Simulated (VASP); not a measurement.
Wanted: the native input for a VASP 6.6.1 run.

```
Task                   : single point
Functional             : PBEsol
Potentials or basis    : VASP PAW PBE potentials, release 64 (Fe, O)
Cutoff                 : 520 eV
k mesh                 : 8 × 8 × 8
Occupations            : gaussian, width 0.1 eV
Spin                   : collinear spin, ferromagnetic start
Starting moments       : [3.79, 0.36] μB
Dipole correction      : no
Further INCAR settings : ALGO = Normal; EDIFF = 1e-06; NBANDS = 18
```

The structure of FeO lies in POSCAR:

```
FeO
1.0
    0.0000000000      2.1230705828      2.1230705828
    2.1230705828      0.0000000000      2.1230705828
    2.1230705828      2.1230705828      0.0000000000
Fe O
1 1
Direct
    0.0000000000      0.0000000000      0.0000000000
    0.5000000000      0.5000000000      0.5000000000
```

One way to write it, as run:

INCAR

```
ALGO = Normal
EDIFF = 1E-6
ENCUT = 520
GGA = PS
ISIF = 2
ISMEAR = 0
ISPIN = 2
LASPH = T
LCHARG = T
LELF = T
LMAXMIX = 4
LORBIT = 11
LREAL = F
LVHAR = T
LWAVE = F
MAGMOM = 3.79 0.36
NBANDS = 18
NELM = 150
PREC = Accurate
SIGMA = 0.1
```

KPOINTS

```
k-points
0
Gamma
  8 8 8
```

Potentials or basis: VASP PAW PBE potentials, release 64 (Fe, O).

The run is started by

```console
$ cat potpaw_PBE.64/Fe/POTCAR potpaw_PBE.64/O/POTCAR > POTCAR
$ mpirun -np 1 vasp_std > vasp.out
```

Results of the run:

The pressure is 0.4 GPa. The band gap on the k mesh is zero (filled and empty bands overlap). The net moment is 4.00 μB per cell. The site moments are Fe +3.60; O +0.31 μB. The valence electrons inside the program's atomic spheres are Fe 6.82; O 4.99.

Caveat: the PAW data sets were made with another functional, which shifts forces and pressure a little; a cell with one magnetic atom can't hold antiferromagnetic order, which such compounds often take; semilocal functionals often make such compounds metallic where correlation or magnetic order opens a gap, which also shifts bond lengths.

It took 29 s on 1 thread of Intel(R) Xeon(R) Platinum 8375C CPU @ 2.90GHz (Ice Lake) (shared host), peak memory 0.15 GiB.
